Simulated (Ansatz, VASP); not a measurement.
Two plane-wave programs on SnO

INCAR

```
SYSTEM = SnO
PREC     = Accurate       ! precision mode
ENCUT    = 520            ! plane-wave cutoff, eV
EDIFF    = 1E-6           ! SCF threshold, eV
ISMEAR   = 0              ! smearing method
SIGMA    = 0.05           ! smearing width, eV
LREAL    = .FALSE.        ! projectors in reciprocal space
LASPH    = .TRUE.         ! aspherical terms in the spheres
NELM     = 80             ! most SCF steps
ALGO     = Normal         ! electronic algorithm
ISIF     = 2              ! what is computed and relaxed
LWAVE    = .FALSE.        ! write WAVECAR
LCHARG   = .FALSE.        ! write CHGCAR
LDIPOL   = .TRUE.       
IDIPOL   = 3            
DIPOL    = 0.5 0.5 0.399
GGA      = PE             ! functional
IVDW     = 12             ! dispersion correction
NBANDS   = 50             ! bands
```

KPOINTS

```
Automatic mesh
0
G
  7 7 1
  0 0 0
```

POSCAR

```
SnO
1.0
    3.8201528477      0.0002954339      0.0000000000
   -0.0003145169      3.8201528461      0.0000000000
    0.0000000000      0.0000000000     22.2260749922
Sn O
4 4
Direct
    0.9999452930      0.9999452930      0.2024648977
    0.4999452930      0.4999452930      0.3087831522
    0.7499452930      0.9999452930      0.4887519501
    0.2499452930      0.4999452930      0.5950702046
    0.9999461076      0.4999461076      0.2556240249
    0.4999461076      0.9999461076      0.2556240249
    0.7499461076      0.4999461076      0.5419110773
    0.2499461076      0.9999461076      0.5419110773
```

Input for Ansatz:

```yaml
crystal:
  lattice:
    - [3.8201528477, 0.0002954339, 0.0]
    - [-0.0003145169, 3.8201528461, 0.0]
    - [0.0, 0.0, 22.2260749922]
  atoms:
    - { symbol: Sn, position: [0.999945293, 0.999945293, 0.2024648977] }
    - { symbol: O, position: [0.9999461076, 0.4999461076, 0.2556240249] }
    - { symbol: O, position: [0.4999461076, 0.9999461076, 0.2556240249] }
    - { symbol: Sn, position: [0.499945293, 0.499945293, 0.3087831522] }
    - { symbol: Sn, position: [0.749945293, 0.999945293, 0.4887519501] }
    - { symbol: O, position: [0.7499461076, 0.4999461076, 0.5419110773] }
    - { symbol: O, position: [0.2499461076, 0.9999461076, 0.5419110773] }
    - { symbol: Sn, position: [0.249945293, 0.499945293, 0.5950702046] }
basis:
  ecutwfc: 420
kpoints:
  mp_grid: { grid: [7, 7, 1] }
hamiltonian:
  xc: pbe
  pseudopotentials: { kind: paw, azcp: { folder: soft_1 } }
  dispersion: d3bj
scf:
  occupations: { method: gaussian, width: 0.05 }
output:
  forces: true
  eigenvalues: true
efield:
  axis: 3
  dipole_correction: true
  ramp_width: 0.04
```

Alike in both runs: task single point; functional PBE; dispersion D3(BJ); k mesh 7 × 7 × 1; occupations gaussian, width 0.05 eV; no spin polarisation.

|  | VASP | Ansatz |
| --- | --- | --- |
| version | VASP 6.6.1 | Ansatz 0.2.0 |
| potentials or method | VASP PAW PBE potentials, release 64 (Sn_d, O), cutoff 520 eV | scalar-relativistic, plane waves, PAW |
| valence electrons in the cell | 80 | 80 |

|  | VASP | Ansatz | Ansatz less VASP |
| --- | --- | --- | --- |
| gap on the k mesh at the Fermi level (eV) | 2.51 | 2.54 | +0.025 |
| least direct gap on the mesh (eV) | 2.54 | 2.58 | +0.044 |
| rms of the force components (eV/Å) | 0.053 | 0.022 | -0.0306 |

Ansatz's warnings: structure snapped to symmetry.
